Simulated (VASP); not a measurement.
# Hf3H in VASP: relaxation of the atoms with PBE

Aim: the relaxation of the atoms of Hf3H with PBE.

Program: VASP 6.6.1. These are calculated values, not measurements. Logs are shortened: lines on timing, memory, paths and dates and some standing lists are left out, and cuts for length are marked.

## (1) The cell of the first run

The cell holds a slab with vacuum, 4 atoms: a = 3.070 Å, b = 3.070 Å, c = 20.281 Å, α = 90.00°, β = 90.00°, γ = 109.47°.

## (2) Relaxation of the atoms, PBE

Input file INCAR:

```
PREC     = Accurate       # precision mode
ENCUT    = 450            # plane-wave cutoff, eV
EDIFF    = 1E-7           # SCF threshold, eV
ISMEAR   = 0              # smearing method
SIGMA    = 0.1            # smearing width, eV
LREAL    = F              # projectors in reciprocal space
LASPH    = T              # aspherical terms in the spheres
NELM     = 120            # most SCF steps
ALGO     = Normal         # electronic algorithm
ISIF     = 2              # what is computed and relaxed
LWAVE    = F              # write WAVECAR
LCHARG   = F              # write CHGCAR
LDIPOL   = T            
IDIPOL   = 3            
DIPOL    = 0.5 0.5 0.357
GGA      = PE             # functional
IBRION   = 2              # ionic algorithm
NSW      = 36             # ionic steps
EDIFFG   = -0.025         # ionic threshold
GGA_COMPAT= F            
NELMIN   = 4            
NELMDL   = -8
```

Input file KPOINTS:

```
Automatic mesh
0
Gamma
  9 9 1
```

Input file POSCAR:

```
Hf3H
1.0
    3.0697355021      0.0000000000      0.0000000000
   -1.0232451674      2.8941743867      0.0000000000
    0.0000000000      0.0000000000     20.2814081478
Hf H
3 1
Selective dynamics
Direct
    0.5000000000      0.5000000000      0.1972249644  F F F
    0.0000000000      0.0000000000      0.3153436029  F F F
    0.5000000000      0.5000000000      0.4329782273  F F F
    0.8333333333      1.1666666667      0.4820041535  F F T
```

Potentials or basis: VASP PAW PBE potentials, release 64 (Hf_pv, H).

Started as:

```console
cat potpaw_PBE.64/Hf_pv/POTCAR potpaw_PBE.64/H/POTCAR > POTCAR
mpirun -np 1 vasp_std > vasp.out
```

OUTCAR:

```text
PREC = Accurate
   ENCUT = 450
   EDIFF = 1E-7
   ISMEAR = 0
   LREAL = F
   LASPH = T
   NELM = 120
   ISIF = 2
   GGA = PE
   IBRION = 2
   NSW = 36
   EDIFFG = -0.025
   NELMIN = 4
   NELMDL = -8

 ion  position               nearest neighbor table
   1  0.500  0.500  0.197-   2 2.98   2 2.98   2 3.47   2 3.47
   2  0.000  0.000  0.315-   3 2.97   3 2.97   1 2.98   1 2.98   3 3.46   3 3.46   1 3.47   1 3.47

   3  0.500  0.500  0.433-   4 1.94   4 2.20   4 2.20   2 2.97   2 2.97   2 3.46   2 3.46
   4  0.833  0.167  0.482-   3 1.94   3 2.20   3 2.20

  LATTYP: Found a base centered orthorhombic cell.
 ALAT       =     3.5446252370
 B/A-ratio  =     1.4142135624
 C/A-ratio  =     5.7217355268

  Lattice vectors:

 A1 = (   3.0697355021,   0.0000000000,   0.0000000000)
 A2 = (  -1.0232451674,   2.8941743867,   0.0000000000)
 A3 = (   0.0000000000,   0.0000000000,  20.2814081478)

Analysis of symmetry for initial positions (statically):
=====================================================================
 Subroutine PRICEL returns:
 Original cell was already a primitive cell.

 Routine SETGRP: Setting up the symmetry group for a
 base centered orthorhombic supercell.

 Subroutine GETGRP returns: Found  2 space group operations
 (whereof  2 operations were pure point group operations)
 out of a pool of  8 trial point group operations.

The static configuration has the point symmetry C_1h.

Analysis of symmetry for dynamics (positions and initial velocities):
=====================================================================
 Subroutine PRICEL returns:
 Original cell was already a primitive cell.

 Routine SETGRP: Setting up the symmetry group for a
 base centered orthorhombic supercell.

 Subroutine GETGRP returns: Found  2 space group operations
 (whereof  2 operations were pure point group operations)
 out of a pool of  8 trial point group operations.

The dynamic configuration has the point symmetry C_1h.

Analysis of constrained symmetry for selective dynamics:
=====================================================================
 Subroutine PRICEL returns:
 Original cell was already a primitive cell.

 Routine SETGRP: Setting up the symmetry group for a
 base centered orthorhombic supercell.

 Subroutine GETGRP returns: Found  2 space group operations
 (whereof  2 operations were pure point group operations)
 out of a pool of  8 trial point group operations.

The constrained configuration has the point symmetry C_1h.

 Subroutine INISYM returns: Found  2 space group operations
 (whereof  2 operations are pure point group operations),
 and found     1 'primitive' translations

----------------------------------------------------------------------------------------

                                     Primitive cell

  volume of cell :     180.1871

  direct lattice vectors                    reciprocal lattice vectors
     3.069735502  0.000000000  0.000000000     0.325760965  0.115173894  0.000000000
    -1.023245167  2.894174387  0.000000000     0.000000000  0.345521681  0.000000000
     0.000000000  0.000000000 20.281408148     0.000000000  0.000000000  0.049306241

  length of vectors
     3.069735502  3.069735502 20.281408148     0.345521681  0.345521681  0.049306241

  position of ions in fractional coordinates (direct lattice)
     0.500000000  0.500000000  0.197224964
     0.000000000  0.000000000  0.315343603
     0.500000000  0.500000000  0.432978227
     0.833333333  0.166666667  0.482004154

  ion indices of the primitive-cell ions
   primitive index   ion index
                 1           1
                 2           2
                 3           3
                 4           4

----------------------------------------------------------------------------------------

 KPOINTS: Automatic mesh

Automatic generation of k-mesh.
 Grid dimensions read from file:
 generate k-points for:    9    9    1

 Generating k-lattice:

  Cartesian coordinates                     Fractional coordinates (reciprocal lattice)
     0.036195663  0.012797099  0.000000000     0.111111111  0.000000000  0.000000000
     0.000000000  0.038391298  0.000000000     0.000000000  0.111111111  0.000000000
     0.000000000  0.000000000  0.049306241     0.000000000  0.000000000  1.000000000

  Length of vectors
     0.038391298  0.038391298  0.049306241

  Shift w.r.t. Gamma in fractional coordinates (k-lattice)
     0.000000000  0.000000000  0.000000000

 Subroutine IBZKPT returns following result:
 ===========================================

 Found     25 irreducible k-points:

 Following reciprocal coordinates:
            Coordinates               Weight
  0.000000  0.000000  0.000000      1.000000
  0.111111  0.000000  0.000000      4.000000
  0.222222  0.000000  0.000000      4.000000
  0.333333  0.000000  0.000000      4.000000
  0.444444  0.000000  0.000000      4.000000
  0.111111  0.111111  0.000000      2.000000
[... 16 lines left out ...]
 -0.333333  0.333333  0.000000      2.000000
  0.444444  0.444444  0.000000      2.000000
   k-points           NKPTS =     25   k-points in BZ     NKDIM =     25   number of bands    NBANDS=     19
   number of dos      NEDOS =    301   number of ions     NIONS =      4
   total plane-waves  NPLWV =  80640
   dimension x,y,z NGX =    24 NGY =   24 NGZ =  140
   dimension x,y,z NGXF=    48 NGYF=   48 NGZF=  280
   ions per type =               3   1
   NGX,Y,Z   is equivalent  to a cutoff of  13.00, 13.00, 11.48 a.u.
   NGXF,Y,Z  is equivalent  to a cutoff of  26.00, 26.00, 22.95 a.u.
 SYSTEM =  unknown system
   PREC   = accura    normal or accurate (medium, high low for compatibility)
   ISTART =      0    job   : 0-new  1-cont  2-samecut
   ICHARG =      2    charge: 1-file 2-atom 10-const
   ISPIN  =      1    spin polarized calculation?
   LNONCOLLINEAR =      F non collinear calculations
   LSORBIT =      F    spin-orbit coupling
   LASPH  =      T    aspherical Exc in radial PAW
   ENCUT  =  450.0 eV  33.07 Ry    5.75 a.u.   5.31  5.31 35.08*2*pi/ulx,y,z
   NELM   =    120;   NELMIN=  4; NELMDL= -8     # of ELM steps
   EDIFF  = 0.1E-06   stopping-criterion for ELM
   LREAL  =      F    real-space projection
   EDIFFG = -.3E-01   stopping-criterion for IOM
   NSW    =     36    number of steps for IOM
   IBRION =      2    ionic relax: 0-MD 1-quasi-New 2-CG
   NFREE  =      1    steps in history (QN), initial steepest desc. (CG)
   ISIF   =      2    stress and relaxation
   ISYM   =      2    0-nonsym 1-usesym 2-fastsym
   POTIM  = 0.5000    time-step for ionic-motion
   TEBEG  =    0.0;   TEEND  =   0.0 temperature during run
   PSTRESS=    0.0 pullay stress
   NELECT =      31.0000    total number of electrons
   NUPDOWN=      -1.0000    fix difference up-down
   EMIN   =  10.00;   EMAX   =-10.00  energy-range for DOS
   EFERMI =   0.00;   METHOD = LEGACY
   ISMEAR =     0;   SIGMA  =   0.10  broadening in eV -4-tet -1-fermi 0-gaus
   EFERMI_NEDOS =   21; number of points for ismear=-14 and -15
   IALGO  =     38    algorithm
   IMIX   =      4    mixing-type and parameters
     AMIX     =   0.40;   BMIX     =  1.00
     AMIX_MAG =   1.60;   BMIX_MAG =  1.00
  volume/ion in A,a.u.               =      45.05       303.99
  Fermi-wavevector in a.u.,A,eV,Ry     =   0.910516  1.720625 11.279760  0.829039
  Thomas-Fermi vector in A             =   2.034687
   LORBIT       =      0    0 simple, 1 ext, 2 COOP (PROOUT), +10 PAW based schemes
   GGA     = PE    functional components
   LHFCALC =     F    Hartree Fock is set to
   AEXX    =    0.0000 exact exchange contribution
   IVDW    =     0    specifies the selected vdW correction
   LEPSILON=     F    determine dielectric tensor
   LRPA    =     F    only Hartree local field effects (RPA)
 conjugate gradient relaxation of ions
 non-spin polarized calculation
 Gauss-broadening in eV      SIGMA  =   0.10
  energy-cutoff  :      450.00
  volume of cell :      180.19
 maximum number of plane-waves:      3940
 NGX is ok and might be reduce to    24
   NGX = 11   NGY = 11   NGZ = 71

--------------------------------------- Ionic step        1  -------------------------------------------

 number of electron      31.0000004 magnetization

 Free energy of the ion-electron system (eV)
  ---------------------------------------------------
  ext. energy  EPLUGINS =         0.00000000
  ---------------------------------------------------
  free energy    TOTEN  =       -31.71598349 eV

  energy without entropy =      -31.68177919  energy(sigma->0) =      -31.69888134

------------------------ aborting loop because EDIFF is reached ----------------------------------------

  FORCE on cell =-STRESS in cart. coord.  units (eV):
  Direction    XX          YY          ZZ          XY          YZ          ZX
  --------------------------------------------------------------------------------------
  -------------------------------------------------------------------------------------
  Total       -0.3633505     -1.1829664      1.1758612     -1.1591119     -0.4119276      0.5825529
  in kB       -3.2308185    -10.5186310     10.4554538    -10.3065233     -3.6627541      5.1799100
  external PRESSURE =      -1.0979986 kB  Pullay stress =       0.0000000 kB
[... 133 lines left out ...]
  FREE ENERGIE OF THE ION-ELECTRON SYSTEM (eV)
  ---------------------------------------------------
  free  energy   TOTEN  =       -31.7301379918 eV

  energy  without entropy=      -31.6961788478  energy(sigma->0) =      -31.71315842

 dipolmoment           0.000000      0.000000     -0.001558 electrons x Angstroem

--------------------------------------- Ionic step        5  -------------------------------------------

 number of electron      31.0000002 magnetization

 dipolmoment           0.000000      0.000000      0.005286 electrons x Angstroem

 Free energy of the ion-electron system (eV)
  ---------------------------------------------------
  ext. energy  EPLUGINS =         0.00000000
  ---------------------------------------------------
  free energy    TOTEN  =       -31.73685739 eV

  energy without entropy =      -31.70289137  energy(sigma->0) =      -31.71987438

 E-fermi :  -0.7455     XC(G=0):  -5.2041

 val. band max:       -0.7643695141   @ k =  -0.1111   0.1111   0.0000
 cond. band min:      -0.7412004454   @ k =  -0.4444   0.1111   0.0000
 fundamental gap:      0.0231690687
 Fermi energy:        -0.7454904796

 k-point     1 :       0.0000    0.0000    0.0000
  band No.  band energies     occupation
      1     -31.5629      2.00000
      2     -31.4178      2.00000
      3     -31.0679      2.00000
      4     -30.9928      2.00000
      5     -30.9222      2.00000
      6     -30.7991      2.00000
[... 11 lines left out ...]
     18       0.5550      0.00000
     19       0.7718      0.00000
[... 489 lines left out ...]
      3     -31.3844      2.00000
      4     -31.3633      2.00000
      5     -31.3025      2.00000
      6     -31.2883      2.00000
[... 11 lines left out ...]
     18       0.9042      0.00000
     19       1.3589      0.00000

 [... further k-points ...]

------------------------ aborting loop because EDIFF is reached ----------------------------------------

 vacuum level on the upper side and lower side of the slab       (xc-potential included)        -0.109        -0.266

  FORCE on cell =-STRESS in cart. coord.  units (eV):
  Direction    XX          YY          ZZ          XY          YZ          ZX
  --------------------------------------------------------------------------------------
  -------------------------------------------------------------------------------------
  Total       -0.8058600     -1.4949395      0.7465745     -0.9745056     -0.3059930      0.4327391
  in kB       -7.1654988    -13.2926157      6.6383478     -8.6650518     -2.7208110      3.8478042
  external PRESSURE =      -4.6065889 kB  Pullay stress =       0.0000000 kB

 VOLUME and BASIS-vectors are now :
 -----------------------------------------------------------------------------
  energy-cutoff  :      450.00
  volume of cell :      180.19
      direct lattice vectors                 reciprocal lattice vectors
     3.069735502  0.000000000  0.000000000     0.325760965  0.115173894  0.000000000
    -1.023245167  2.894174387  0.000000000     0.000000000  0.345521681  0.000000000
     0.000000000  0.000000000 20.281408148     0.000000000  0.000000000  0.049306241
[... 10 lines left out ...]
  FREE ENERGIE OF THE ION-ELECTRON SYSTEM (eV)
  ---------------------------------------------------
  free  energy   TOTEN  =       -31.7368573853 eV

  energy  without entropy=      -31.7028913748  energy(sigma->0) =      -31.71987438

 reached required accuracy - stopping structural energy minimisation

 vacuum level on the upper side and lower side of the slab         3.374         3.210
```

It took 8.8 min on 1 thread of AMD EPYC 7R13 (Zen 3), shared host; peak memory 0.28 GiB.

Results:

| Item | Value |
| --- | --- |
| Free energy | -31.7369 eV |
| Energy gained by relaxing | 5.2 meV/atom |
| Ionic steps | 5 |
| Band gap on the k mesh | zero (an odd number of electrons rules out a gap without spin polarisation) |

The path:
| step | energy change (eV) | largest force on free atoms (eV/Å) | pressure (GPa) |
| --- | --- | --- | --- |
| 1 | 0.0000 | 0.3669 | -0.11 |
| 2 | -0.0060 | 0.3105 | -0.17 |
| 3 | -0.0179 | 0.1401 | -0.33 |
| 4 | -0.0142 | 0.2099 | -0.65 |
| 5 | -0.0209 | 0.0003 | -0.46 |

Final structure:
```xyz
4
Lattice="3.0697 0.0000 0.0000 -1.0232 2.8942 0.0000 0.0000 0.0000 20.2814" Properties=species:S:1:pos:R:3 pbc="T T T"
Hf    1.0232    1.4471    4.0000
Hf    0.0000    0.0000    6.3956
Hf    1.0232    1.4471    8.7814
H     2.3876    0.4824    9.8890
```

Caveat: spin-orbit coupling is left out, which moves the levels of the heavy elements.
